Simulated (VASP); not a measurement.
# SiC (Moissanite) (P6_3mc) in VASP: a series of runs, part 2 of 2

VASP 6.6.1. Earlier steps stand in the parts before.

**3. Relaxation of cell and atoms, PBE+D3(BJ)**

This run uses another cell than the first one, of 10.50 Å³/atom, 1.021 times its volume.

The input, INCAR:

```
PREC = Accurate ; ENCUT = 600
EDIFF = 1E-6 ; ISMEAR = 0
SIGMA = 0.02 ; LREAL = False
LASPH = True ; NELM = 80
ALGO = Normal ; ISIF = 3
LWAVE = False ; LCHARG = False
GGA = PE ; IVDW = 12
IBRION = 2 ; NSW = 70
EDIFFG = -0.005
```

The input, KPOINTS:

```
Automatic mesh
0
Gamma
  12 12 6
```

The input, POSCAR:

```
SiC
1.0
    3.0919867177      0.0000000000      0.0000000000
   -1.5459933588      2.6777390457      0.0000000000
    0.0000000000      0.0000000000      5.0737648095
Si C
2 2
Direct
    0.3333333333      0.6666666667      0.0045636685
    0.6666666667      0.3333333333      0.5045636685
    0.3333333333      0.6666666667      0.3804363315
    0.6666666667      0.3333333333      0.8804363315
```

Potentials or basis: VASP PAW PBE potentials, release 64 (Si, C).

Run with:

```bash
$ cat potpaw_PBE.64/Si/POTCAR potpaw_PBE.64/C/POTCAR > POTCAR
$ mpirun -np 1 vasp_std > vasp.out
```

OUTCAR:

```text
PREC = Accurate
   ENCUT = 600
   EDIFF = 1E-6
   ISMEAR = 0
   LREAL = False
   LASPH = True
   NELM = 80
   ISIF = 3
   GGA = PE
   IVDW = 12
   IBRION = 2
   NSW = 70
   EDIFFG = -0.005
 IVDW          = 12

 ion  position               nearest neighbor table
   1  0.333  0.667  0.005-   4 1.89   4 1.89   4 1.89   3 1.91   2 3.10   2 3.10   2 3.10   2 3.10
                             2 3.10   2 3.10
   2  0.667  0.333  0.505-   3 1.89   3 1.89   3 1.89   4 1.91   1 3.10   1 3.10   1 3.10   1 3.10
                             1 3.10   1 3.10
   3  0.333  0.667  0.380-   2 1.89   2 1.89   2 1.89   1 1.91
   4  0.667  0.333  0.880-   1 1.89   1 1.89   1 1.89   2 1.91

  LATTYP: Found a hexagonal cell.
 ALAT       =     3.0919867177
 C/A-ratio  =     1.6409400404

  Lattice vectors:

 A1 = (   3.0919867177,   0.0000000000,   0.0000000000)
 A2 = (  -1.5459933588,   2.6777390457,   0.0000000000)
 A3 = (   0.0000000000,   0.0000000000,   5.0737648095)

Analysis of symmetry for initial positions (statically):
[... 399 lines left out ...]
  energy without entropy =      -30.10009257  energy(sigma->0) =      -30.10009257

 E-fermi :   8.4892     XC(G=0): -11.3796

 val. band max:        8.3358136458   @ k =   0.0000   0.0000   0.0000
 cond. band min:      10.5992672291   @ k =   0.3333   0.3333   0.0000
 fundamental gap:      2.2634535832
 Fermi energy:         8.4891570053

 k-point     1 :       0.0000    0.0000    0.0000
  band No.  band energies     occupation
      1      -7.2873      2.00000
      2      -3.6947      2.00000
      3      -0.4006      2.00000
      4       7.0153      2.00000
      5       7.0153      2.00000
      6       8.2236      2.00000
      7       8.3358      2.00000
      8       8.3358      2.00000
      9      13.1954      0.00000
     10      14.6181      0.00000
     11      15.0416      0.00000
     12      15.0416      0.00000
[... 331 lines left out ...]
 k-point    24 :       0.3333   -0.0000    0.1667
  band No.  band energies     occupation
      1      -5.3003      2.00000
      2      -2.7267      2.00000
      3       0.9893      2.00000
      4       2.6683      2.00000
      5       3.5482      2.00000
      6       5.4755      2.00000
      7       6.7266      2.00000
      8       7.2305      2.00000
      9      11.7427      0.00000
     10      12.8389      0.00000
     11      15.2118      0.00000
     12      16.2085      0.00000

 [... further k-points ...]

------------------------ aborting loop because EDIFF is reached ----------------------------------------

 Edisp (eV)   -1.21127

 E8    (eV) :    -0.4546
[... 27 lines left out ...]
  FREE ENERGIE OF THE ION-ELECTRON SYSTEM (eV)
  ---------------------------------------------------
  free  energy   TOTEN  =       -31.3113597210 eV

  energy  without entropy=      -31.3113597210  energy(sigma->0) =      -31.31135972

 reached required accuracy - stopping structural energy minimisation
```

CONTCAR:

```text
SiC
   1.00000000000000
     3.0691507459975522   -0.0000000000004266    0.0000000000000000
    -1.5345753729495151    2.6579625140856193   -0.0000000000000000
     0.0000000000000000    0.0000000000000000    5.0364573191089885
  Si              C
     2     2
Direct
     0.3333333332999970    0.6666666667000030    0.0046029524478163
     0.6666666667000030    0.3333333332999970    0.5046029524478163
     0.3333333332999970    0.6666666667000030    0.3803970475521818
     0.6666666667000030    0.3333333332999970    0.8803970475521817

  0.00000000E+00  0.00000000E+00  0.00000000E+00
  0.00000000E+00  0.00000000E+00  0.00000000E+00
  0.00000000E+00  0.00000000E+00  0.00000000E+00
  0.00000000E+00  0.00000000E+00  0.00000000E+00
```

Run time: 1.8 min. Hardware: 1 thread of Intel Xeon 6975P-C, shared host; peak memory 0.21 GiB.

Results:

| Item | Value |
| --- | --- |
| Free energy | -31.3114 eV |
| Relaxed volume | 10.27 Å³/atom |
| Relaxed cell | a = 3.069 Å, b = 3.069 Å, c = 5.036 Å, α = 90.00°, β = 90.00°, γ = 120.00° |
| Space group after relaxing (to 0.05 Å) | P6_3mc (No. 186) |
| Energy gained by relaxing | 3.5 meV/atom |
| Ionic steps | 6 |
| Pressure after relaxing | 0.0 GPa |
| Band gap on the k mesh | 2.26 eV, indirect (least direct gap 3.98 eV) |
| Dispersion energy per atom | -0.303 eV |

The path:
```csv
step,energy change (eV),largest force (eV/Å),pressure (GPa),volume (Å³)
1,0.0000,0.0027,-4.70,42.01
2,0.0011,0.0095,5.30,40.16
3,-0.0138,0.0059,0.00,41.09
4,-0.0138,0.0060,0.09,41.07
5,-0.0138,0.0066,-0.08,41.10
6,-0.0138,0.0004,0.00,41.09
```

Final structure:
```cif
data_structure
_symmetry_space_group_name_H-M 'P 1'
_symmetry_Int_Tables_number 1
_cell_length_a 3.0692
_cell_length_b 3.0692
_cell_length_c 5.0365
_cell_angle_alpha 90.000
_cell_angle_beta 90.000
_cell_angle_gamma 120.000
_cell_volume 41.09
loop_
_atom_site_label
_atom_site_type_symbol
_atom_site_fract_x
_atom_site_fract_y
_atom_site_fract_z
_atom_site_occupancy
Si1 Si 0.33333 0.66667 0.00460 1
Si2 Si 0.66667 0.33333 0.50460 1
C1 C 0.33333 0.66667 0.38040 1
C2 C 0.66667 0.33333 0.88040 1
```

Levels at points of the mesh, in eV from the valence-band top:
| k point | band 5 | band 6 | band 7 | band 8 | band 9 | band 10 | band 11 | band 12 |
| --- | --- | --- | --- | --- | --- | --- | --- | --- |
| (0.00, 0.00, 0.00) | -1.32 | -0.11 | 0.00 | 0.00 | 4.86 | 6.28 | 6.71 | 6.71 |
| (0.50, 0.00, 0.00) | -5.45 | -3.33 | -3.31 | -1.20 | 2.79 | 4.23 | 6.93 | 7.16 |
| (0.00, 0.00, 0.50) | -0.71 | -0.71 | -0.71 | -0.71 | 5.95 | 5.95 | 7.39 | 7.39 |
| (0.50, 0.00, 0.50) | -2.45 | -2.45 | -2.34 | -2.34 | 3.30 | 3.30 | 5.29 | 5.29 |

A k mesh can miss the band edges.
